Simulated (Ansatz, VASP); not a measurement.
**Two plane-wave programs on Ti12HN12**

```
CELL_PARAMETERS angstrom
5.94736 0.00000 0.00000
0.00000 5.94736 0.00000
0.00000 0.00000 21.65336
ATOMIC_POSITIONS crystal
Ti 0.25000 0.25000 0.18473
Ti 0.25000 0.75000 0.18473
Ti 0.75000 0.25000 0.18473
Ti 0.75000 0.75000 0.18473
Ti 0.00000 0.00000 0.28018
Ti 0.00000 0.50000 0.28018
Ti 0.50000 0.00000 0.28018
Ti 0.50000 0.50000 0.28018
Ti 0.25000 0.25000 0.37159
Ti 0.25000 0.75000 0.37159
Ti 0.75000 0.25000 0.37159
Ti 0.75000 0.75000 0.37159
N 0.00000 0.00000 0.18473
N 0.00000 0.50000 0.18473
N 0.50000 0.00000 0.18473
N 0.50000 0.50000 0.18473
N 0.25000 0.25000 0.27868
N 0.25000 0.75000 0.27868
N 0.75000 0.25000 0.27868
N 0.75000 0.75000 0.27868
N 0.00000 0.00000 0.38116
N 0.00000 0.50000 0.38116
N 0.50000 0.00000 0.38116
N 0.50000 0.50000 0.38116
H 0.08333 0.25000 0.49661
```

Alike in both runs: task single point; functional PBE; dispersion D3(BJ); k mesh 5 × 5 × 1; occupations gaussian, width 0.1 eV; no spin polarisation.

```csv
,VASP,Ansatz
version,VASP 6.6.1,Ansatz 0.2.0
potentials or method,"VASP PAW PBE potentials, release 64 (Ti_sv, N, H), cutoff 520 eV","scalar-relativistic, plane waves, PAW"
valence electrons in the cell,205,205
```

```tsv
	VASP	Ansatz	Ansatz less VASP
gap on the k mesh at the Fermi level (eV)	none	none	-
rms of the force components (eV/Å)	0.681	0.678	-0.0032
work function, face that differs most (eV)	2.42	2.41	-0.004
```

A gap of «none» marks a metal or a gap that the smearing closes. Ansatz's warnings: vacuum below fermi.
